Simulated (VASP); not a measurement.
Crystal: CsBr.

```
CELL_PARAMETERS angstrom
4.31938 0.00000 0.00000
0.00000 4.31938 0.00000
0.00000 0.00000 4.31938
ATOMIC_POSITIONS crystal
Cs 0.00000 0.00000 0.00000
Br 0.50000 0.50000 0.50000
```

Base run:

```yaml
Program: VASP 6.6.1
Functional: r2SCAN
Potentials_or_basis: VASP PAW PBE potentials, release 64 (Cs_sv, Br)
Cutoff: 550 eV
k_mesh: 4 × 4 × 4
Occupations: gaussian, width 0.01 eV
Spin: no spin polarisation
```

Its results: band gap on the k mesh 5.19 eV, indirect (the least direct gap lies 4.9 meV higher); pressure 0.1 GPa.

Q: After a change of settings the same cell gave: band gap on the k mesh 6.31 eV, indirect (least direct gap 6.32 eV); pressure 0.3 GPa. Which change was it?
A. functional from r2SCAN to PBE; cutoff from 550 eV to 500 eV
B. functional from r2SCAN to PBE; cutoff from 550 eV to 500 eV; k mesh from 4 × 4 × 4 to 6 × 6 × 6
C. functional from r2SCAN to PBE0; cutoff from 550 eV to 400 eV
D. functional from r2SCAN to HSE06; cutoff from 550 eV to 400 eV

A: C.

PBE0 gives the wider gap, since exact exchange removes part of the self-interaction.

Caveats: the PAW data sets were made with another functional, which shifts forces and pressure a little; spin-orbit coupling is left out, which moves the levels of the heavy elements.
